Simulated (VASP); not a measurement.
Input of a VASP 6.6.1 run:

POSCAR

```
Si
1.0
   -3.4897952736      3.4897952736      3.2405241826
    3.4897952736     -3.4897952736      3.2405241826
    3.4897952736      3.4897952736     -3.2405241826
Si
8
Direct
    0.2013996517      0.2013996517      0.2013996517
    0.5000000000      0.0000000000      0.2986003483
    0.2986003483      0.5000000000      0.0000000000
    0.0000000000      0.2986003483      0.5000000000
    0.7986003483      0.7986003483      0.7986003483
    0.5000000000      0.0000000000      0.7013996517
    0.7013996517      0.5000000000      0.0000000000
    0.0000000000      0.7013996517      0.5000000000
```

The input INCAR.step1:

```
PREC = Accurate
ENCUT = 520
ISMEAR = 0
SIGMA = 0.15
LREAL = F
LASPH = T
NELM = 60
NBANDS = 26
GGA = PE
ALGO = Normal
EDIFF = 1E-4
LWAVE = T
LCHARG = F
```

File INCAR.step2:

```
PREC = Accurate
ENCUT = 520
EDIFF = 1E-7
ISMEAR = 0
SIGMA = 0.15
LREAL = F
LASPH = T
NELM = 60
ALGO = Normal
ISIF = 2
LWAVE = F
LCHARG = F
METAGGA = R2SCAN
LMIXTAU = T
NBANDS = 26
ISTART = 1
```

File KPOINTS:

```
regular mesh
0
Gamma
  8 8 8
```

Potentials or basis: VASP PAW PBE potentials, release 64 (Si).

The run is started by

```console
$ cat potpaw_PBE.64/Si/POTCAR > POTCAR
$ cp INCAR.step1 INCAR
$ mpirun -np 1 vasp_std > vasp.out
$ cp INCAR.step2 INCAR
$ mpirun -np 1 vasp_std > vasp.out
```

Task: Estimate the largest force.

Result: 0.386 eV/Å.

Task: Predict the band gap on the k mesh.

Result: Zero (bands 16 and 17 overlap by 0.09 eV).

Stress tensor (GPa, compression positive):
```
-9.89  0.00  0.00
 0.00 -9.61  0.00
 0.00  0.00  0.60
```

Caveat: the cell differs from its parent crystal (strain +0.050 along x and y, -0.025 along z); the stress differs along the axes, from -10 to 1 GPa; semilocal functionals underestimate gaps, and a narrow one can read as zero; the PAW data sets were made with another functional, which shifts forces and pressure a little.
